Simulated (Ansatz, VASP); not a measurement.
**Two plane-wave programs on In**

```xyz
5
Lattice="3.2084 -3.2125 0.0000 3.2084 3.2125 0.0000 0.0000 0.0000 7.3456" Properties=species:S:1:pos:R:3 pbc="T T T"
In    1.6042   -1.6062    2.1565
In    1.6042    1.6062    5.1890
In    1.6042    1.6062    2.1565
In    1.6042   -1.6062    5.1890
In    0.0000    0.0000    0.0000
```

Alike in both runs: functional PBE; k mesh 8 × 8 × 6; occupations gaussian, width 0.1 eV; no spin polarisation.

Ansatz relaxed the structure, and its values are those at the end. VASP's run is a single point on that final structure, the one shown.

|  | VASP | Ansatz |
| --- | --- | --- |
| version | VASP 6.6.1 | Ansatz 0.2.0 |
| potentials or method | VASP PAW PBE potentials, release 64 (In_d), cutoff 520 eV | scalar-relativistic, plane waves, PAW |
| valence electrons in the cell | 65 | 65 |

```csv
,VASP,Ansatz,Ansatz less VASP
gap on the k mesh at the Fermi level (eV),none,none,-
pressure (GPa),0.0,0.0,+0.03
```

A gap of «none» marks a metal or a gap that the smearing closes. With one functional, cell and mesh, what is left measures potentials, basis and numerics.
